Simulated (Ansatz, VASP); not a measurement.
**LiMgBN2 in VASP and in Ansatz**

The input INCAR:

```
SYSTEM = LiMgBN2
  PREC = Accurate
  ENCUT = 520
  EDIFF = 1E-7
  ISMEAR = 0
  SIGMA = 0.05
  LREAL = .False.
  LASPH = .True.
  NELM = 100
  ALGO = Normal
  ISIF = 2
  LWAVE = .False.
  LCHARG = .True.
  GGA = PE
  LELF = .True.
  LVHAR = .True.
  NBANDS = 17
```

Contents of KPOINTS:

```
regular mesh
0
Gamma
  8 8 8
  0 0 0
```

File POSCAR:

```
LiMgBN2
1.0
   -1.7568835200      1.7568835200      4.4435220000
    1.7568835200     -1.7568835200      4.4435220000
    1.7568835200      1.7568835200     -4.4435220000
Li Mg B N
1 1 1 2
Direct
    0.2500000000      0.7500000000      0.5000000000
    0.7500000000      0.2500000000      0.5000000000
    0.5000000000      0.5000000000      0.0000000000
    0.6512635000      0.6512635000      0.0000000000
    0.3487365000      0.3487365000      0.0000000000
```

Input for Ansatz:

```yaml
crystal:
  lattice:
    - [-1.75688352, 1.75688352, 4.443522]
    - [1.75688352, -1.75688352, 4.443522]
    - [1.75688352, 1.75688352, -4.443522]
  atoms:
    - { symbol: Li, position: [0.25, 0.75, 0.5] }
    - { symbol: Mg, position: [0.75, 0.25, 0.5] }
    - { symbol: B, position: [0.5, 0.5, 0.0] }
    - { symbol: "N", position: [0.6512635, 0.6512635, 0.0] }
    - { symbol: "N", position: [0.3487365, 0.3487365, 0.0] }
basis:
  ecutwfc: 420
kpoints:
  mp_grid: { grid: [8, 8, 8] }
hamiltonian:
  xc: pbe
scf:
  occupations: { method: gaussian, width: 0.05 }
output:
  forces: true
  stress: true
  eigenvalues: true
```

Change from the starting cell: strain -0.080 along x and y, +0.000 along z, atoms carried along.

Alike in both runs: task single point; functional PBE; k mesh 8 × 8 × 8; occupations gaussian, width 0.05 eV; no spin polarisation.

|  | VASP | Ansatz |
| --- | --- | --- |
| version | VASP 6.6.1 | Ansatz 0.2.0 |
| potentials or method | VASP PAW PBE potentials, release 64 (Li_sv, Mg, B, N), cutoff 520 eV | scalar-relativistic, plane waves, PAW |
| valence electrons in the cell | 18 | 26 |

Ansatz gave:

```
gap on the k mesh at the Fermi level (eV) : 3.13
least direct gap on the mesh (eV)         : 3.98
rms of the force components (eV/Å)        : 0.560
```

Question: Estimate VASP's values.

Answer: gap on the k mesh at the Fermi level (eV): 3.13; least direct gap on the mesh (eV): 3.97; rms of the force components (eV/Å): 0.571.

Atom by atom the forces differ by 0.011 eV/Å (rms over components). The functional is the same, so the differences come from potentials, cutoffs and numerics. VASP's potentials hold 18 valence electrons a cell and Ansatz's 26, so a difference there can come from the potentials and not from the codes.

Noted on VASP's run: the cutoff is short for stress, so the pressure is rough.
